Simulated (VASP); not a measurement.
Crystal: PtS2.

```
Pt S
1.0
     3.56667    0.00000    0.00000
    -1.78333    3.08882    0.00000
     0.00000    0.00000    5.07217
Pt S
1 2
Cartesian
  0.0000 0.0000 0.0000
  1.7833 1.0296 3.9208
  0.0000 2.0592 1.1514
```

Base run:

* Program: VASP 6.6.1
* Functional: r2SCAN
* Potentials or basis: VASP PAW PBE potentials, release 64 (Pt, S)
* Cutoff: 520 eV
* k mesh: 9 × 9 × 5
* Occupations: fermi-dirac, width 0.05 eV
* Spin: no spin polarisation

Its results: band gap on the k mesh 1.17 eV (least direct gap 1.23 eV); pressure 5.9 GPa; largest force 0.909 eV/Å.

The run is repeated on the same cell with these changes: functional from r2SCAN to LDA; potentials or basis from VASP PAW PBE potentials, release 64 (Pt, S) to VASP PAW LDA potentials, release 64 (Pt, S). What comes out?

Band gap on the k mesh 0.89 eV (least direct gap 0.94 eV); pressure 0.4 GPa; largest force 0.513 eV/Å.

Caveats: spin-orbit coupling is left out, which moves the levels of the heavy elements; an odd mesh through Γ misses points on the zone boundary, where band edges can lie; the cell stands under pressure (at least some runs); the PAW data sets were made with another functional, which shifts forces and pressure a little (at least some runs).
